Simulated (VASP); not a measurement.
# Li3TaO4 (I4mm) in VASP: further runs

Runs on Li3TaO4. Level: PBEsol. Tasks: single point.

All numbers are computed with VASP 6.6.1; they aren't measurements. Logs are shortened: lines on timing, memory, paths and dates and some standing lists are left out, and cuts for length are marked.

## 1. The cell of the first run

It takes space group I4mm (No. 107, tetragonal). The conventional cell has a = 4.085 Å, b = 4.085 Å, c = 8.506 Å, α = 90.00°, β = 90.00°, γ = 90.00°. Within 3.0 Å of Li (site symmetry 4mm) lie 6 O at 2.05 to 2.62 Å and 4 Li at 2.78 Å and 4 Ta at 2.90 Å. Within 3.0 Å of Li (site symmetry 2mm) lie 6 O at 2.05 to 2.15 Å and 6 Li at 2.78 to 2.89 Å and 4 Ta at 2.93 to 2.97 Å. Within 2.5 Å of Ta (site symmetry 4mm) lie 6 O at 1.90 to 2.04 Å. O (site symmetry 2mm) has 2 Ta at 2.04 Å and 4 Li at 2.06 to 2.15 Å and 8 O at 2.79 to 2.89 Å within 2.9 Å. Within 2.5 Å of O (site symmetry 4mm) lie 1 Ta at 1.90 Å and 4 Li at 2.06 Å. O (site symmetry 4mm) has 1 Ta at 1.94 Å and 5 Li at 2.05 Å within 2.6 Å.

## 2. Single point, PBEsol (atoms displaced along a vibrational mode)

File INCAR:

```
SYSTEM = Li3TaO4
  ALGO = Normal
  EDIFF = 1E-6
  ENCUT = 880
  GGA = PS
  GGA_COMPAT = .FALSE.
  ISIF = 2
  ISMEAR = 0
  LASPH = .TRUE.
  LCHARG = .FALSE.
  LREAL = .FALSE.
  LWAVE = .FALSE.
  NBANDS = 33
  NELM = 120
  PREC = Accurate
  SIGMA = 0.05
```

File KPOINTS:

```
k-points
0
G
  10 10 10
  0 0 0
```

File POSCAR:

```
Li3TaO4
1.0
   -2.0422644308      2.0422644308      4.2529592940
    2.0422644308     -2.0422644308      4.2529592940
    2.0422644308      2.0422644308     -4.2529592940
Li Ta O
3 1 4
Direct
    0.4694330486      0.4694330486      0.0000000000
    0.2474183261      0.7474183261      0.5000000000
    0.7474183261      0.2474183261      0.5000000000
    0.0007520810      0.0007520810      0.0000000000
    0.0003817329      0.5003817329      0.5000000000
    0.7773740889      0.7773740889      0.0000000000
    0.5003817329      0.0003817329      0.5000000000
    0.2288554335      0.2288554335      0.0000000000
```

Potentials or basis: VASP PAW PBE potentials, release 64 (Li_sv, Ta_sv_GW, O).

Started as:

```
$ cat potpaw_PBE.64/Li_sv/POTCAR potpaw_PBE.64/Ta_sv_GW/POTCAR potpaw_PBE.64/O/POTCAR > POTCAR
$ mpirun -np 1 vasp_std > vasp.out
```

OUTCAR:

```text
SYSTEM = Li3TaO4
   EDIFF = 1E-6
   ENCUT = 880
   GGA = PS
   ISIF = 2
   ISMEAR = 0
   LASPH = .TRUE.
   LREAL = .FALSE.
   NELM = 120
   PREC = Accurate

 ion  position               nearest neighbor table
   1  0.469  0.469  0.000-   8 2.05   7 2.06   5 2.06   5 2.06   7 2.06   4 2.90   4 2.90   4 2.90
                             4 2.90
   2  0.247  0.747  0.500-   8 2.05   8 2.05   6 2.06   6 2.06   5 2.10   7 2.15   4 2.93   4 2.93

   3  0.747  0.247  0.500-   8 2.05   8 2.05   6 2.06   6 2.06   7 2.10   5 2.15   4 2.93   4 2.93

   4  0.001  0.001  0.000-   6 1.90   8 1.94   7 2.04   5 2.04   5 2.04   7 2.04   1 2.90   1 2.90
                             1 2.90   1 2.90   3 2.93   2 2.93   3 2.93   2 2.93
   5  0.000  0.500  0.500-   4 2.04   4 2.04   1 2.06   1 2.06   2 2.10   3 2.15
   6  0.777  0.777  0.000-   4 1.90   3 2.06   2 2.06   3 2.06   2 2.06
   7  0.500  0.000  0.500-   4 2.04   4 2.04   1 2.06   1 2.06   3 2.10   2 2.15
   8  0.229  0.229  0.000-   4 1.94   1 2.05   2 2.05   3 2.05   3 2.05   2 2.05

  LATTYP: Found a body centered tetragonal cell.
 ALAT       =     4.0845288616
 C/A-ratio  =     2.0824723919

  Lattice vectors:

 A1 = (  -2.0422644308,   2.0422644308,   4.2529592940)
 A2 = (   2.0422644308,  -2.0422644308,   4.2529592940)
 A3 = (   2.0422644308,   2.0422644308,  -4.2529592940)

Analysis of symmetry for initial positions (statically):
=====================================================================
 Subroutine PRICEL returns:
 Original cell was already a primitive cell.

 Routine SETGRP: Setting up the symmetry group for a
 body centered tetragonal supercell.

 Subroutine GETGRP returns: Found  8 space group operations
 (whereof  8 operations were pure point group operations)
 out of a pool of 16 trial point group operations.

The static configuration has the point symmetry C_4v.

Analysis of symmetry for dynamics (positions and initial velocities):
=====================================================================
 Subroutine PRICEL returns:
 Original cell was already a primitive cell.

 Routine SETGRP: Setting up the symmetry group for a
 body centered tetragonal supercell.

 Subroutine GETGRP returns: Found  8 space group operations
 (whereof  8 operations were pure point group operations)
 out of a pool of 16 trial point group operations.

The dynamic configuration has the point symmetry C_4v.

 Subroutine INISYM returns: Found  8 space group operations
 (whereof  8 operations are pure point group operations),
 and found     1 'primitive' translations

----------------------------------------------------------------------------------------

                                     Primitive cell

  volume of cell :      70.9537

  direct lattice vectors                    reciprocal lattice vectors
    -2.042264431  2.042264431  4.252959294     0.000000000  0.244826278  0.117565198
     2.042264431 -2.042264431  4.252959294     0.244826278  0.000000000  0.117565198
     2.042264431  2.042264431 -4.252959294     0.244826278  0.244826278  0.000000000

  length of vectors
     5.140948431  5.140948431  5.140948431     0.271590652  0.271590652  0.346236643

  position of ions in fractional coordinates (direct lattice)
     0.469433049  0.469433049  0.000000000
     0.247418326  0.747418326  0.500000000
     0.747418326  0.247418326  0.500000000
     0.000752081  0.000752081  0.000000000
     0.000381733  0.500381733  0.500000000
     0.777374089  0.777374089  0.000000000
     0.500381733  0.000381733  0.500000000
     0.228855434  0.228855434  0.000000000

  ion indices of the primitive-cell ions
   primitive index   ion index
                 1           1
                 2           2
                 3           3
                 4           4
                 5           5
                 6           6
                 7           7
                 8           8

----------------------------------------------------------------------------------------

 KPOINTS: k-points

Automatic generation of k-mesh.
 Grid dimensions read from file:
 generate k-points for:   10   10   10

 Generating k-lattice:

  Cartesian coordinates                     Fractional coordinates (reciprocal lattice)
     0.000000000  0.024482628  0.011756520     0.100000000  0.000000000 -0.000000000
     0.024482628  0.000000000  0.011756520     0.000000000  0.100000000 -0.000000000
     0.024482628  0.024482628  0.000000000     0.000000000  0.000000000  0.100000000

  Length of vectors
     0.027159065  0.027159065  0.034623664

  Shift w.r.t. Gamma in fractional coordinates (k-lattice)
     0.000000000  0.000000000  0.000000000

 Subroutine IBZKPT returns following result:
 ===========================================

 Found    102 irreducible k-points:

 Following reciprocal coordinates:
            Coordinates               Weight
  0.000000  0.000000  0.000000      1.000000
  0.100000  0.000000 -0.000000      8.000000
  0.200000  0.000000 -0.000000      8.000000
  0.300000  0.000000  0.000000      8.000000
  0.400000  0.000000 -0.000000      8.000000
  0.500000  0.000000 -0.000000      4.000000
[... 16 lines left out ...]
  0.300000  0.300000  0.000000      8.000000
  0.400000  0.300000  0.000000     16.000000
 [... further k-points ...]
   k-points           NKPTS =    102   k-points in BZ     NKDIM =    102   number of bands    NBANDS=     33
   number of dos      NEDOS =    301   number of ions     NIONS =      8
   total plane-waves  NPLWV = 125000
   dimension x,y,z NGX =    50 NGY =   50 NGZ =   50
   dimension x,y,z NGXF=   100 NGYF=  100 NGZF=  100
   ions per type =               3   1   4
   NGX,Y,Z   is equivalent  to a cutoff of  16.17, 16.17, 16.17 a.u.
   NGXF,Y,Z  is equivalent  to a cutoff of  32.34, 32.34, 32.34 a.u.
 SYSTEM =  Li3TaO4
   PREC   = accura    normal or accurate (medium, high low for compatibility)
   ISTART =      0    job   : 0-new  1-cont  2-samecut
   ICHARG =      2    charge: 1-file 2-atom 10-const
   ISPIN  =      1    spin polarized calculation?
   LNONCOLLINEAR =      F non collinear calculations
   LSORBIT =      F    spin-orbit coupling
   LASPH  =      T    aspherical Exc in radial PAW
   ENCUT  =  880.0 eV  64.68 Ry    8.04 a.u.  12.43 12.43 12.43*2*pi/ulx,y,z
   NELM   =    120;   NELMIN=  2; NELMDL= -5     # of ELM steps
   EDIFF  = 0.1E-05   stopping-criterion for ELM
   LREAL  =      F    real-space projection
   EDIFFG = 0.1E-04   stopping-criterion for IOM
   NSW    =      0    number of steps for IOM
   IBRION =     -1    ionic relax: 0-MD 1-quasi-New 2-CG
   NFREE  =      0    steps in history (QN), initial steepest desc. (CG)
   ISIF   =      2    stress and relaxation
   ISYM   =      2    0-nonsym 1-usesym 2-fastsym
   POTIM  = 0.5000    time-step for ionic-motion
   TEBEG  =    0.0;   TEEND  =   0.0 temperature during run
   PSTRESS=    0.0 pullay stress
   NELECT =      46.0000    total number of electrons
   NUPDOWN=      -1.0000    fix difference up-down
   EMIN   =  10.00;   EMAX   =-10.00  energy-range for DOS
   EFERMI =   0.00;   METHOD = LEGACY
   ISMEAR =     0;   SIGMA  =   0.05  broadening in eV -4-tet -1-fermi 0-gaus
   EFERMI_NEDOS =   21; number of points for ismear=-14 and -15
   IALGO  =     38    algorithm
   IMIX   =      4    mixing-type and parameters
     AMIX     =   0.40;   BMIX     =  1.00
     AMIX_MAG =   1.60;   BMIX_MAG =  1.00
  volume/ion in A,a.u.               =       8.87        59.85
  Fermi-wavevector in a.u.,A,eV,Ry     =   1.416889  2.677531 27.314695  2.007573
  Thomas-Fermi vector in A             =   2.538176
   LORBIT       =      0    0 simple, 1 ext, 2 COOP (PROOUT), +10 PAW based schemes
   GGA     = PS    functional components
   LHFCALC =     F    Hartree Fock is set to
   AEXX    =    0.0000 exact exchange contribution
   IVDW    =     0    specifies the selected vdW correction
   LEPSILON=     F    determine dielectric tensor
   LRPA    =     F    only Hartree local field effects (RPA)
 non-spin polarized calculation
 Gauss-broadening in eV      SIGMA  =   0.05
  energy-cutoff  :      880.00
  volume of cell :       70.95
 maximum number of plane-waves:      4237
 NGX is ok and might be reduce to    50
   NGX = 25   NGY = 25   NGZ = 25

 number of electron      46.0000001 magnetization

 Free energy of the ion-electron system (eV)
  ---------------------------------------------------
  ext. energy  EPLUGINS =         0.00000000
  ---------------------------------------------------
  free energy    TOTEN  =       -61.83962606 eV

  energy without entropy =      -61.83962606  energy(sigma->0) =      -61.83962606

 E-fermi :   4.2989     XC(G=0): -11.3812

 val. band max:        3.9193948762   @ k =   0.4000   0.4000   0.1000
 cond. band min:       5.5450289539   @ k =   0.0000   0.0000   0.0000
 fundamental gap:      1.6256340777
 Fermi energy:         4.2988536953

 k-point     1 :       0.0000    0.0000    0.0000
  band No.  band energies     occupation
      1     -63.6321      2.00000
      2     -38.7704      2.00000
      3     -37.9205      2.00000
      4     -37.8866      2.00000
      5     -30.2152      2.00000
      6     -30.2152      2.00000
[... 25 lines left out ...]
     32      16.4901      0.00000
     33      17.4409      0.00000

 k-point     2 :       0.1000    0.0000   -0.0000
  band No.  band energies     occupation
      1     -63.6320      2.00000
      2     -38.7704      2.00000
      3     -37.9196      2.00000
      4     -37.8874      2.00000
      5     -30.2223      2.00000
      6     -30.2150      2.00000
[... 25 lines left out ...]
     32      16.5129      0.00000
     33      17.0632      0.00000

 k-point     3 :       0.2000    0.0000   -0.0000
  band No.  band energies     occupation
      1     -63.6319      2.00000
      2     -38.7702      2.00000
      3     -37.9172      2.00000
      4     -37.8897      2.00000
      5     -30.2406      2.00000
      6     -30.2143      2.00000
[... 25 lines left out ...]
     32      16.4579      0.00000
     33      16.5344      0.00000

 k-point     4 :       0.3000    0.0000    0.0000
  band No.  band energies     occupation
      1     -63.6318      2.00000
      2     -38.7700      2.00000
      3     -37.9134      2.00000
      4     -37.8933      2.00000
      5     -30.2631      2.00000
      6     -30.2135      2.00000
[... 25 lines left out ...]
     32      15.9316      0.00000
     33      16.3938      0.00000

 k-point     5 :       0.4000    0.0000   -0.0000
  band No.  band energies     occupation
      1     -63.6317      2.00000
      2     -38.7699      2.00000
      3     -37.9086      2.00000
      4     -37.8980      2.00000
      5     -30.2811      2.00000
      6     -30.2129      2.00000
[... 604 lines left out ...]
 k-point    22 :      -0.2000    0.2000    0.0000
  band No.  band energies     occupation
      1     -63.6318      2.00000
      2     -38.7700      2.00000
      3     -37.9145      2.00000
      4     -37.8920      2.00000
      5     -30.2404      2.00000
      6     -30.2393      2.00000
[... 25 lines left out ...]
     32      15.7596      0.00000
     33      17.2356      0.00000

 k-point    23 :       0.3000    0.3000    0.0000
  band No.  band energies     occupation
      1     -63.6315      2.00000
      2     -38.7693      2.00000
      3     -37.9089      2.00000
      4     -37.8973      2.00000
      5     -30.2624      2.00000
      6     -30.2618      2.00000
[... 25 lines left out ...]
     32      15.4313      0.00000
     33      16.9422      0.00000

 k-point    24 :       0.4000    0.3000    0.0000
  band No.  band energies     occupation
      1     -63.6314      2.00000
      2     -38.7690      2.00000
      3     -37.9059      2.00000
      4     -37.9001      2.00000
      5     -30.2804      2.00000
      6     -30.2617      2.00000
[... 25 lines left out ...]
     32      15.4632      0.00000
     33      16.7466      0.00000

 [... further k-points ...]

------------------------ aborting loop because EDIFF is reached ----------------------------------------

  FORCE on cell =-STRESS in cart. coord.  units (eV):
  Direction    XX          YY          ZZ          XY          YZ          ZX
  --------------------------------------------------------------------------------------
  -------------------------------------------------------------------------------------
  Total       -0.0513314     -0.0513314      0.9175581      0.0000000      0.0000000      0.0000000
  in kB       -1.1590946     -1.1590946     20.7190105      0.0000000      0.0000000      0.0000000
  external PRESSURE =       6.1336071 kB  Pullay stress =       0.0000000 kB

 VOLUME and BASIS-vectors are now :
 -----------------------------------------------------------------------------
  energy-cutoff  :      880.00
  volume of cell :       70.95
      direct lattice vectors                 reciprocal lattice vectors
    -2.042264431  2.042264431  4.252959294     0.000000000  0.244826278  0.117565198
     2.042264431 -2.042264431  4.252959294     0.244826278  0.000000000  0.117565198
     2.042264431  2.042264431 -4.252959294     0.244826278  0.244826278  0.000000000

 POSITION                                       TOTAL-FORCE (eV/Angst)
 -----------------------------------------------------------------------------------
      0.00000      0.00000      3.99296         0.000000      0.000000     -0.044603
      2.04226     -0.00000      2.10452        -0.000000      0.000000     -0.016719
     -0.00000      2.04226      2.10452         0.000000     -0.000000     -0.016719
      0.00000      0.00000      0.00640         0.000000      0.000000      0.146405
      2.04226      0.00000      0.00325        -0.000000     -0.000000      0.000826
      0.00000      0.00000      6.61228        -0.000000     -0.000000     -0.079549
      0.00000      2.04226      0.00325        -0.000000     -0.000000      0.000826
      0.00000      0.00000      1.94663        -0.000000     -0.000000      0.009532
 -----------------------------------------------------------------------------------
    total drift:                                0.000000      0.000000      0.000494

  FREE ENERGIE OF THE ION-ELECTRON SYSTEM (eV)
  ---------------------------------------------------
  free  energy   TOTEN  =       -61.8396260583 eV

  energy  without entropy=      -61.8396260583  energy(sigma->0) =      -61.83962606
```

Run time: 26 min. Hardware: 1 thread of Intel Xeon Platinum 8259CL at 2.50GHz (Skylake/Cascade Lake), shared host; peak memory 0.7 GiB.

What came out:

| Property | Result |
| --- | --- |
| Free energy | -61.8396 eV |
| Pressure | 0.6 GPa |
| Largest force | 0.146 eV/Å |
| Band gap on the k mesh | 1.63 eV (least direct gap 1.69 eV) |

Forces in eV/Å, atoms in the order of the input:
```
Li   0.000  0.000 -0.045
Li   0.000  0.000 -0.017
Li   0.000  0.000 -0.017
Ta   0.000  0.000  0.146
O    0.000  0.000  0.001
O    0.000  0.000 -0.080
O    0.000  0.000  0.001
O    0.000  0.000  0.010
```

Caveat: the cell differs from its parent crystal (atoms displaced along a vibrational mode); the PAW data sets were made with another functional, which shifts forces and pressure a little; spin-orbit coupling is left out, which moves the levels of the heavy elements.

## 3. Single point, PBEsol (atoms displaced along a vibrational mode)

File INCAR:

```
PREC     = Accurate       # precision mode
ENCUT    = 880            # plane-wave cutoff, eV
EDIFF    = 1E-6           # SCF threshold, eV
ISMEAR   = 0              # smearing method
SIGMA    = 0.05           # smearing width, eV
LREAL    = False          # projectors in reciprocal space
LASPH    = True           # aspherical terms in the spheres
NELM     = 120            # most SCF steps
ALGO     = Normal         # electronic algorithm
ISIF     = 2              # what is computed and relaxed
LWAVE    = False          # write WAVECAR
LCHARG   = False          # write CHGCAR
GGA      = PS             # functional
NBANDS   = 33             # bands
GGA_COMPAT= False
```

File KPOINTS:

```
regular mesh
0
Gamma
  10 10 10
```

File POSCAR:

```
Li3TaO4
1.0
   -2.0422644308      2.0422644308      4.2529592940
    2.0422644308     -2.0422644308      4.2529592940
    2.0422644308      2.0422644308     -4.2529592940
Li Ta O
3 1 4
Direct
    0.5191043446      0.5191043446      0.0000000000
    0.2516135462      0.7516135462      0.5000000000
    0.7516135462      0.2516135462      0.5000000000
   -0.0004700506     -0.0004700506      0.0000000000
   -0.0002385830      0.4997614170      0.5000000000
    0.7723126020      0.7723126020      0.0000000000
    0.4997614170     -0.0002385830      0.5000000000
    0.2237939466      0.2237939466      0.0000000000
```

Potentials or basis: VASP PAW PBE potentials, release 64 (Li_sv, Ta_sv_GW, O).

Started as:

```
$ cat potpaw_PBE.64/Li_sv/POTCAR potpaw_PBE.64/Ta_sv_GW/POTCAR potpaw_PBE.64/O/POTCAR > POTCAR
$ mpirun -np 1 vasp_std > vasp.out
```

Wall time 17 min (1 thread of Intel Xeon Platinum 8488C (Sapphire Rapids), shared host); peak memory 0.69 GiB.

It converged, with:

| Item | Value |
| --- | --- |
| Free energy | -61.8323 eV |
| Pressure | 0.4 GPa |
| Largest force | 0.094 eV/Å |
| Band gap on the k mesh | 1.59 eV (least direct gap 1.65 eV) |

Forces in eV/Å, atoms in the order of the input:
```
Li   0.000  0.000  0.084
Li   0.000  0.000  0.010
Li   0.000  0.000  0.010
Ta   0.000  0.000 -0.094
O    0.000  0.000 -0.001
O    0.000  0.000 -0.069
O    0.000  0.000 -0.001
O    0.000  0.000  0.062
```

Stress tensor (GPa, compression positive):
```
0.09 0.00 0.00
0.00 0.09 0.00
0.00 0.00 1.10
```

Levels at points of the mesh, in eV from the valence-band top:
```csv
k point,band 21,band 22,band 23,band 24,band 25,band 26
"(0.00, 0.00, 0.00)",-0.19,-0.19,-0.06,1.59,4.24,4.24
"(0.50, 0.00, 0.00)",-1.12,-0.53,-0.21,4.02,4.20,5.43
"(0.50, 0.50, 0.00)",-0.56,-0.13,-0.01,5.51,5.53,5.66
"(0.50, 0.50, 0.50)",-1.63,-1.63,-0.45,1.66,3.87,3.87
```

Caveat: the cell differs from its parent crystal (atoms displaced along a vibrational mode); the PAW data sets were made with another functional, which shifts forces and pressure a little; spin-orbit coupling is left out, which moves the levels of the heavy elements.
